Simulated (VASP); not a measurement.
# Sn (Fd-3m) in VASP: further runs

The runs below take Sn through single point, with LDA.

Program: VASP 6.6.1. These are calculated values, not measurements. Logs are shortened: lines on timing, memory, paths and dates and some standing lists are left out, and cuts for length are marked.

## 1. The cell of the first run

Symmetry: Fd-3m, No. 227, cubic system. Conventional cell: a = 6.476 Å, b = 6.476 Å, c = 6.476 Å, α = 90.00°, β = 90.00°, γ = 90.00°. Sn (site symmetry -43m) has 4 Sn at 2.80 Å within 3.7 Å.

This isn't the form of Sn at room conditions, which is tetragonal (white tin).

## 2. Single point, LDA

File INCAR:

```
SYSTEM = Sn
PREC     = Accurate       ! precision mode
ENCUT    = 520            ! plane-wave cutoff, eV
EDIFF    = 1E-7           ! SCF threshold, eV
ISMEAR   = -1             ! smearing method
SIGMA    = 0.1            ! smearing width, eV
LREAL    = .FALSE.        ! projectors in reciprocal space
LASPH    = .TRUE.         ! aspherical terms in the spheres
NELM     = 100            ! most SCF steps
ALGO     = Normal         ! electronic algorithm
ISIF     = 2              ! what is computed and relaxed
LWAVE    = .FALSE.        ! write WAVECAR
LCHARG   = .TRUE.         ! write CHGCAR
GGA      = CA             ! functional
LELF     = .TRUE.         ! ELF
LVHAR    = .TRUE.       
NBANDS   = 21             ! bands
```

File KPOINTS:

```
Automatic mesh
0
G
  9 9 9
  0 0 0
```

File POSCAR:

```
Sn
1.0
    0.0000000000      3.2380799624      3.2380799624
    3.2380799624      0.0000000000      3.2380799624
    3.2380799624      3.2380799624      0.0000000000
Sn
2
Direct
    0.5000000000      0.5000000000      0.5000000000
    0.7500000000      0.7500000000      0.7500000000
```

Potentials or basis: VASP PAW LDA potentials, release 64 (Sn_d).

Command:

```sh
$ cat potpaw_LDA.64/Sn_d/POTCAR > POTCAR
$ mpirun -np 1 vasp_std > vasp.out
```

OUTCAR:

```text
SYSTEM = Sn
   PREC = Accurate
   ENCUT = 520
   EDIFF = 1E-7
   ISMEAR = -1
   LREAL = .FALSE.
   LASPH = .TRUE.
   NELM = 100
   ISIF = 2
   GGA = CA

 ion  position               nearest neighbor table
   1  0.500  0.500  0.500-   2 2.80   2 2.80   2 2.80   2 2.80
   2  0.750  0.750  0.750-   1 2.80   1 2.80   1 2.80   1 2.80

  LATTYP: Found a face centered cubic cell.
 ALAT       =     6.4761599248

  Lattice vectors:

 A1 = (   0.0000000000,   3.2380799624,   3.2380799624)
 A2 = (   3.2380799624,   0.0000000000,   3.2380799624)
 A3 = (   3.2380799624,   3.2380799624,   0.0000000000)

Analysis of symmetry for initial positions (statically):
=====================================================================
 Subroutine PRICEL returns:
 Original cell was already a primitive cell.

 Routine SETGRP: Setting up the symmetry group for a
 face centered cubic supercell.

 Subroutine GETGRP returns: Found 48 space group operations
 (whereof 24 operations were pure point group operations)
 out of a pool of 48 trial point group operations.

The static configuration has the point symmetry T_d .
 The point group associated with its full space group is O_h .

Analysis of symmetry for dynamics (positions and initial velocities):
=====================================================================
 Subroutine PRICEL returns:
 Original cell was already a primitive cell.

 Routine SETGRP: Setting up the symmetry group for a
 face centered cubic supercell.

 Subroutine GETGRP returns: Found 48 space group operations
 (whereof 24 operations were pure point group operations)
 out of a pool of 48 trial point group operations.

The dynamic configuration has the point symmetry T_d .
 The point group associated with its full space group is O_h .

 Subroutine INISYM returns: Found 48 space group operations
 (whereof 24 operations are pure point group operations),
 and found     1 'primitive' translations

----------------------------------------------------------------------------------------

                                     Primitive cell

  volume of cell :      67.9036

  direct lattice vectors                    reciprocal lattice vectors
     0.000000000  3.238079962  3.238079962    -0.154412493  0.154412493  0.154412493
     3.238079962  0.000000000  3.238079962     0.154412493 -0.154412493  0.154412493
     3.238079962  3.238079962  0.000000000     0.154412493  0.154412493 -0.154412493

  length of vectors
     4.579336599  4.579336599  4.579336599     0.267450283  0.267450283  0.267450283

  position of ions in fractional coordinates (direct lattice)
     0.500000000  0.500000000  0.500000000
     0.750000000  0.750000000  0.750000000

  ion indices of the primitive-cell ions
   primitive index   ion index
                 1           1
                 2           2

----------------------------------------------------------------------------------------

 KPOINTS: Automatic mesh

Automatic generation of k-mesh.
 Grid dimensions read from file:
 generate k-points for:    9    9    9

 Generating k-lattice:

  Cartesian coordinates                     Fractional coordinates (reciprocal lattice)
    -0.017156944  0.017156944  0.017156944     0.111111111  0.000000000  0.000000000
     0.017156944 -0.017156944  0.017156944     0.000000000  0.111111111  0.000000000
     0.017156944  0.017156944 -0.017156944     0.000000000  0.000000000  0.111111111

  Length of vectors
     0.029716698  0.029716698  0.029716698

  Shift w.r.t. Gamma in fractional coordinates (k-lattice)
     0.000000000  0.000000000  0.000000000

 Subroutine IBZKPT returns following result:
 ===========================================

 Found     35 irreducible k-points:

 Following reciprocal coordinates:
            Coordinates               Weight
  0.000000  0.000000  0.000000      1.000000
  0.111111  0.000000  0.000000      8.000000
  0.222222  0.000000  0.000000      8.000000
  0.333333  0.000000  0.000000      8.000000
  0.444444  0.000000  0.000000      8.000000
  0.111111  0.111111  0.000000      6.000000
[... 16 lines left out ...]
 -0.333333  0.333333  0.000000     12.000000
  0.444444  0.444444  0.000000      6.000000
 [... further k-points ...]
   k-points           NKPTS =     35   k-points in BZ     NKDIM =     35   number of bands    NBANDS=     21
   number of dos      NEDOS =    301   number of ions     NIONS =      2
   total plane-waves  NPLWV =  46656
   dimension x,y,z NGX =    36 NGY =   36 NGZ =   36
   dimension x,y,z NGXF=    72 NGYF=   72 NGZF=   72
   ions per type =               2
   NGX,Y,Z   is equivalent  to a cutoff of  13.07, 13.07, 13.07 a.u.
   NGXF,Y,Z  is equivalent  to a cutoff of  26.14, 26.14, 26.14 a.u.
 SYSTEM =  Sn
   PREC   = accura    normal or accurate (medium, high low for compatibility)
   ISTART =      0    job   : 0-new  1-cont  2-samecut
   ICHARG =      2    charge: 1-file 2-atom 10-const
   ISPIN  =      1    spin polarized calculation?
   LNONCOLLINEAR =      F non collinear calculations
   LSORBIT =      F    spin-orbit coupling
   LASPH  =      T    aspherical Exc in radial PAW
   ENCUT  =  520.0 eV  38.22 Ry    6.18 a.u.   8.51  8.51  8.51*2*pi/ulx,y,z
   NELM   =    100;   NELMIN=  2; NELMDL= -5     # of ELM steps
   EDIFF  = 0.1E-06   stopping-criterion for ELM
   LREAL  =      F    real-space projection
   EDIFFG = 0.1E-05   stopping-criterion for IOM
   NSW    =      0    number of steps for IOM
   IBRION =     -1    ionic relax: 0-MD 1-quasi-New 2-CG
   NFREE  =      0    steps in history (QN), initial steepest desc. (CG)
   ISIF   =      2    stress and relaxation
   ISYM   =      2    0-nonsym 1-usesym 2-fastsym
   POTIM  = 0.5000    time-step for ionic-motion
   TEBEG  =    0.0;   TEEND  =   0.0 temperature during run
   PSTRESS=    0.0 pullay stress
   NELECT =      28.0000    total number of electrons
   NUPDOWN=      -1.0000    fix difference up-down
   EMIN   =  10.00;   EMAX   =-10.00  energy-range for DOS
   EFERMI =   0.00;   METHOD = LEGACY
   ISMEAR =    -1;   SIGMA  =   0.10  broadening in eV -4-tet -1-fermi 0-gaus
   EFERMI_NEDOS =   21; number of points for ismear=-14 and -15
   IALGO  =     38    algorithm
   IMIX   =      4    mixing-type and parameters
     AMIX     =   0.40;   BMIX     =  1.00
     AMIX_MAG =   1.60;   BMIX_MAG =  1.00
  volume/ion in A,a.u.               =      33.95       229.12
  Fermi-wavevector in a.u.,A,eV,Ry     =   1.218512  2.302654 20.201555  1.484772
  Thomas-Fermi vector in A             =   2.353796
   LORBIT       =      0    0 simple, 1 ext, 2 COOP (PROOUT), +10 PAW based schemes
   GGA     = CA    functional components
   LHFCALC =     F    Hartree Fock is set to
   AEXX    =    0.0000 exact exchange contribution
   IVDW    =     0    specifies the selected vdW correction
   LEPSILON=     F    determine dielectric tensor
   LRPA    =     F    only Hartree local field effects (RPA)
 non-spin polarized calculation
  energy-cutoff  :      520.00
  volume of cell :       67.90
 maximum number of plane-waves:      1853
 NGX is ok and might be reduce to    36
   NGX = 17   NGY = 17   NGZ = 17

 number of electron      28.0000006 magnetization

 Free energy of the ion-electron system (eV)
  ---------------------------------------------------
  ext. energy  EPLUGINS =         0.00000000
  ---------------------------------------------------
  free energy    TOTEN  =        -8.94183805 eV

  energy without entropy =       -8.93404121  energy(sigma->0) =       -8.93793963

 E-fermi :   5.4074     XC(G=0):  -9.2213

 val. band max:        5.3631204870   @ k =   0.4444   0.0000   0.0000
 cond. band min:       5.5173246416   @ k =   0.3333   0.0000   0.0000
 fundamental gap:      0.1542041547
 Fermi energy:         5.4073897990

 k-point     1 :       0.0000    0.0000    0.0000
  band No.  band energies     occupation
      1     -16.1935      2.00000
      2     -16.1935      2.00000
      3     -16.1935      2.00000
      4     -16.1310      2.00000
      5     -16.1310      2.00000
      6     -15.8137      2.00000
[... 13 lines left out ...]
     20      13.4877      0.00000
     21      13.4877      0.00000

 k-point     2 :       0.1111    0.0000    0.0000
  band No.  band energies     occupation
      1     -16.2027      2.00000
      2     -16.2027      2.00000
      3     -16.1904      2.00000
      4     -16.1182      2.00000
      5     -16.1182      2.00000
      6     -15.8329      2.00000
[... 13 lines left out ...]
     20      12.6312      0.00000
     21      12.6312      0.00000

 k-point     3 :       0.2222    0.0000    0.0000
  band No.  band energies     occupation
      1     -16.2168      2.00000
      2     -16.2168      2.00000
      3     -16.1825      2.00000
      4     -16.0955      2.00000
      5     -16.0955      2.00000
      6     -15.8538      2.00000
[... 13 lines left out ...]
     20      12.2911      0.00000
     21      12.2911      0.00000

 k-point     4 :       0.3333    0.0000    0.0000
  band No.  band energies     occupation
      1     -16.2262      2.00000
      2     -16.2262      2.00000
      3     -16.1732      2.00000
      4     -16.0779      2.00000
      5     -16.0779      2.00000
      6     -15.8678      2.00000
[... 13 lines left out ...]
     20      12.7839      0.00000
     21      12.7839      0.00000

 k-point     5 :       0.4444    0.0000    0.0000
  band No.  band energies     occupation
      1     -16.2302      2.00000
      2     -16.2302      2.00000
      3     -16.1668      2.00000
      4     -16.0697      2.00000
      5     -16.0697      2.00000
      6     -15.8735      2.00000
[... 13 lines left out ...]
     20      13.8776      0.00000
     21      13.8776      0.00000

 k-point     6 :       0.1111    0.1111    0.0000
  band No.  band energies     occupation
      1     -16.2006      2.00000
      2     -16.2006      2.00000
      3     -16.2005      2.00000
      4     -16.1209      2.00000
      5     -16.1047      2.00000
      6     -15.8602      2.00000
[... 13 lines left out ...]
     20      11.7344      0.00000
     21      13.6241      0.00000

 k-point     7 :       0.2222    0.1111    0.0000
  band No.  band energies     occupation
      1     -16.2189      2.00000
      2     -16.2114      2.00000
      3     -16.1894      2.00000
      4     -16.1038      2.00000
      5     -16.0794      2.00000
      6     -15.8879      2.00000
[... 13 lines left out ...]
     20      12.1100      0.00000
     21      13.1908      0.00000
[... 291 lines left out ...]
      1     -16.2344      2.00000
      2     -16.2344      2.00000
      3     -16.1785      2.00000
      4     -16.0475      2.00000
      5     -16.0027      2.00000
      6     -15.9819      2.00000
[... 13 lines left out ...]
     20      14.7087      0.00000
     21      14.7243      0.00000

 k-point    21 :       0.4444    0.3333    0.0000
  band No.  band energies     occupation
      1     -16.2494      2.00000
      2     -16.2409      2.00000
      3     -16.1481      2.00000
      4     -16.0295      2.00000
      5     -16.0218      2.00000
      6     -15.9555      2.00000
[... 13 lines left out ...]
     20      14.7609      0.00000
     21      15.2551      0.00000

 k-point    22 :      -0.4444    0.3333    0.0000
  band No.  band energies     occupation
      1     -16.2654      2.00000
      2     -16.2453      2.00000
      3     -16.1143      2.00000
      4     -16.0236      2.00000
      5     -15.9979      2.00000
      6     -15.9588      2.00000
[... 13 lines left out ...]
     20      14.0291      0.00000
     21      15.7016      0.00000

 k-point    23 :      -0.3333    0.3333    0.0000
  band No.  band energies     occupation
      1     -16.2701      2.00000
      2     -16.2463      2.00000
      3     -16.1069      2.00000
      4     -16.0035      2.00000
      5     -15.9948      2.00000
      6     -15.9739      2.00000
[... 13 lines left out ...]
     20      12.8261      0.00000
     21      16.0318      0.00000

 k-point    24 :       0.4444    0.4444    0.0000
  band No.  band energies     occupation
      1     -16.2447      2.00000
      2     -16.2447      2.00000
      3     -16.1358      2.00000
      4     -16.0750      2.00000
      5     -15.9936      2.00000
      6     -15.9366      2.00000
[... 13 lines left out ...]
     20      15.2395      0.00000
     21      15.6969      0.00000

 [... further k-points ...]

------------------------ aborting loop because EDIFF is reached ----------------------------------------

  FORCE on cell =-STRESS in cart. coord.  units (eV):
  Direction    XX          YY          ZZ          XY          YZ          ZX
  --------------------------------------------------------------------------------------
  -------------------------------------------------------------------------------------
  Total       -0.0040538     -0.0040538     -0.0040538     -0.0000000      0.0000000     -0.0000000
  in kB       -0.0956483     -0.0956483     -0.0956483     -0.0000000      0.0000000     -0.0000000
  external PRESSURE =      -0.0956483 kB  Pullay stress =       0.0000000 kB

 VOLUME and BASIS-vectors are now :
 -----------------------------------------------------------------------------
  energy-cutoff  :      520.00
  volume of cell :       67.90
      direct lattice vectors                 reciprocal lattice vectors
     0.000000000  3.238079962  3.238079962    -0.154412493  0.154412493  0.154412493
     3.238079962  0.000000000  3.238079962     0.154412493 -0.154412493  0.154412493
     3.238079962  3.238079962  0.000000000     0.154412493  0.154412493 -0.154412493

 POSITION                                       TOTAL-FORCE (eV/Angst)
 -----------------------------------------------------------------------------------
      3.23808      3.23808      3.23808        -0.000000     -0.000000      0.000000
      4.85712      4.85712      4.85712         0.000000      0.000000     -0.000000
 -----------------------------------------------------------------------------------
    total drift:                                0.000000      0.000000      0.000000

  FREE ENERGIE OF THE ION-ELECTRON SYSTEM (eV)
  ---------------------------------------------------
  free  energy   TOTEN  =        -8.9418380507 eV

  energy  without entropy=       -8.9340412095  energy(sigma->0) =       -8.93793963
```

Run time: 18 s. Hardware: 1 thread of Intel Xeon 6975P-C (Granite Rapids), shared host; peak memory 0.18 GiB.

Results:

```yaml
Free_energy: -8.9418 eV
Pressure: 0.0 GPa
Band_gap_on_the_k_mesh: zero (bands 14 and 15 overlap by 0.16 eV)
```

Levels at points of the mesh, in eV from the Fermi level:
```csv
k point,band 12,band 13,band 14,band 15,band 16,band 17
"(0.00, 0.00, 0.00)",-0.73,0.11,0.11,0.11,2.17,2.17
```

Caveat: spin-orbit coupling is left out, which moves the levels of the heavy elements.

## 3. Single point, LDA (29.88 Å³/atom)

This run uses another cell than the first one, of 29.88 Å³/atom.

File INCAR:

```
SYSTEM = Sn
PREC = Accurate ; ENCUT = 520
EDIFF = 1E-6 ; ISMEAR = -1
SIGMA = 0.1 ; LREAL = .FALSE.
LASPH = .TRUE. ; NELM = 60
ALGO = Normal ; ISIF = 2
LWAVE = .FALSE. ; LCHARG = .FALSE.
GGA = CA ; NBANDS = 21
```

File KPOINTS:

```
regular mesh
0
G
  14 14 14
  0 0 0
```

File POSCAR:

```
Sn
1.0
    0.0000000000      3.1030001261      3.1030001261
    3.1030001261      0.0000000000      3.1030001261
    3.1030001261      3.1030001261      0.0000000000
Sn
2
Direct
    0.5000000000      0.5000000000      0.5000000000
    0.7500000000      0.7500000000      0.7500000000
```

Potentials or basis: VASP PAW LDA potentials, release 64 (Sn_d).

Command:

```sh
$ cat potpaw_LDA.64/Sn_d/POTCAR > POTCAR
$ mpirun -np 1 vasp_std > vasp.out
```

Run time: 49 s. Hardware: 1 thread of Intel Xeon 6975P-C (Granite Rapids), shared host; peak memory 0.23 GiB.

Results (log left out):

```yaml
Free_energy: -8.7679 eV
Pressure: 7.8 GPa
```

Levels at points of the mesh, in eV from the Fermi level:
```
           k point  band 11  band 12  band 13  band 14  band 15  band 16  band 17  band 18
(0.00, 0.00, 0.00)   -11.75    -0.04    -0.04    -0.04     0.05     2.02     2.02     2.02
(0.50, 0.00, 0.00)    -9.83    -7.05    -1.47    -1.47     0.07     3.14     3.14     5.27
(0.50, 0.50, 0.00)    -8.19    -8.19    -3.07    -3.07     0.46     0.46     8.40     8.40
```

Caveat: the cell stands under pressure; spin-orbit coupling is left out, which moves the levels of the heavy elements.

## 4. Single point, LDA (31.24 Å³/atom)

This run uses another cell than the first one, of 31.24 Å³/atom.

File INCAR:

```
PREC = Accurate
ENCUT = 520
EDIFF = 1E-7
ISMEAR = -1
SIGMA = 0.1
LREAL = F
LASPH = T
NELM = 100
ALGO = Normal
ISIF = 2
LWAVE = F
LCHARG = F
NBANDS = 21
```

File KPOINTS:

```
Automatic mesh
0
Gamma
  14 14 14
```

File POSCAR:

```
Sn
1.0
    0.0000000000      3.1493203898      3.1493203898
    3.1493203898      0.0000000000      3.1493203898
    3.1493203898      3.1493203898      0.0000000000
Sn
2
Direct
    0.5000000000      0.5000000000      0.5000000000
    0.7500000000      0.7500000000      0.7500000000
```

Command:

```sh
$ cat potpaw_LDA.64/Sn_d/POTCAR > POTCAR
$ mpirun -np 1 vasp_std > vasp.out
```

It took 41 s on 1 thread of Intel Xeon 6975P-C (Granite Rapids), shared host; peak memory 0.24 GiB.

The run converged. Its results:

```yaml
Free_energy: -8.8727 eV
Pressure: 4.6 GPa
Band_gap_on_the_k_mesh: zero (filled and empty bands touch)
```

Levels at points of the mesh, in eV from the Fermi level:
```
           k point  band 11  band 12  band 13  band 14  band 15  band 16  band 17  band 18
(0.00, 0.00, 0.00)   -11.37    -0.25     0.00     0.00     0.00     2.06     2.06     2.06
(0.50, 0.00, 0.00)    -9.56    -6.80    -1.35    -1.35     0.00     3.16     3.16     5.36
(0.50, 0.50, 0.00)    -7.97    -7.97    -2.86    -2.86     0.56     0.56     8.14     8.14
```

Caveat: the cell stands under pressure; spin-orbit coupling is left out, which moves the levels of the heavy elements.

## 5. Single point, LDA (32.59 Å³/atom)

This run uses another cell than the first one, of 32.59 Å³/atom.

File INCAR:

```
SYSTEM = Sn
PREC = Accurate
ENCUT = 520
EDIFF = 1E-7
ISMEAR = -1
SIGMA = 0.1
LREAL = .FALSE.
LASPH = .TRUE.
NELM = 80
ALGO = Normal
ISIF = 2
LWAVE = .FALSE.
LCHARG = .FALSE.
GGA = CA
NBANDS = 21
```

File KPOINTS:

```
regular mesh
0
G
  14 14 14
  0 0 0
```

File POSCAR:

```
Sn
1.0
    0.0000000000      3.1943167604      3.1943167604
    3.1943167604      0.0000000000      3.1943167604
    3.1943167604      3.1943167604      0.0000000000
Sn
2
Direct
    0.5000000000      0.5000000000      0.5000000000
    0.7500000000      0.7500000000      0.7500000000
```

Command:

```sh
$ cat potpaw_LDA.64/Sn_d/POTCAR > POTCAR
$ mpirun -np 1 vasp_std > vasp.out
```

Run time: 54 s. Hardware: 1 thread of Intel Xeon 6975P-C (Granite Rapids), shared host; peak memory 0.24 GiB.

It converged, with:

```yaml
Free_energy: -8.9284 eV
Pressure: 2.0 GPa
Band_gap_on_the_k_mesh: zero (bands 14 and 15 overlap by 0.09 eV)
```

Levels at points of the mesh, in eV from the Fermi level:
```csv
k point,band 10,band 11,band 12,band 13,band 14,band 15,band 16,band 17,band 18,band 19
"(0.00, 0.00, 0.00)",-21.34,-11.03,-0.52,0.03,0.03,0.03,2.09,2.09,2.09,4.83
"(0.50, 0.00, 0.00)",-21.29,-9.31,-6.58,-1.25,-1.25,-0.06,3.18,3.18,5.44,8.54
"(0.50, 0.50, 0.00)",-21.26,-7.78,-7.78,-2.68,-2.68,0.65,0.65,7.90,7.90,9.48
```

Caveat: spin-orbit coupling is left out, which moves the levels of the heavy elements.

## 6. Summary

```csv
cell,k mesh,gap on the mesh (eV),pressure (GPa)
"a = 4.579 Å, angles 60.0°, 2 atoms",9 × 9 × 9,none,0.0
"a = 4.388 Å, angles 60.0°, 2 atoms",14 × 14 × 14,-,7.8
"a = 4.454 Å, angles 60.0°, 2 atoms",14 × 14 × 14,none,4.6
"a = 4.517 Å, angles 60.0°, 2 atoms",14 × 14 × 14,none,2.0
```

Alike in all rows: task single point; level LDA; potentials or basis VASP PAW LDA potentials, release 64 (Sn_d); no spin polarisation; cutoff (eV) 520; smearing fermi-dirac 0.1 eV.

Caveats: spin-orbit coupling is left out, which moves the levels of the heavy elements; the cell stands under pressure (at least some runs).

Absolute energies hang on the potentials; compare differences alone.
